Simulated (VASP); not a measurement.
A run of VASP 6.6.1:

File INCAR:

```
PREC = Accurate
ENCUT = 520
EDIFF = 1E-7
ISMEAR = 0
SIGMA = 0.1
LREAL = False
LASPH = True
NELM = 100
ALGO = Normal
ISIF = 2
LWAVE = False
LCHARG = False
NBANDS = 16
```

KPOINTS

```
regular mesh
0
Gamma
  3 3 1
```

The input POSCAR:

```
C
1.0
    1.2319541626     -2.1138618948      0.0000000000
    1.2319541626      2.1138618948      0.0000000000
    0.0000000000      0.0000000000      6.1518720627
C
4
Direct
    0.0827187209      0.9172812791      0.7500099565
    0.5827187209      0.4172812791      0.2499900435
    0.9172812791      0.0827187209      0.2499900435
    0.4172812791      0.5827187209      0.7500099565
```

Potentials or basis: VASP PAW LDA potentials, release 64 (C).

Launch:

```bash
$ cat potpaw_LDA.64/C/POTCAR > POTCAR
$ mpirun -np 1 vasp_std > vasp.out
```

Hardware: 1 thread of Intel(R) Xeon(R) Platinum 8259CL CPU @ 2.50GHz (Skylake/Cascade Lake), on a shared host.

Task: How long does it take, and how much memory?

Result: Wall time 2.2 s on 1 thread of Intel(R) Xeon(R) Platinum 8259CL CPU @ 2.50GHz (Skylake/Cascade Lake), on a shared host, peak memory 0.12 GiB. Counts: scf iterations 12, k points 4.
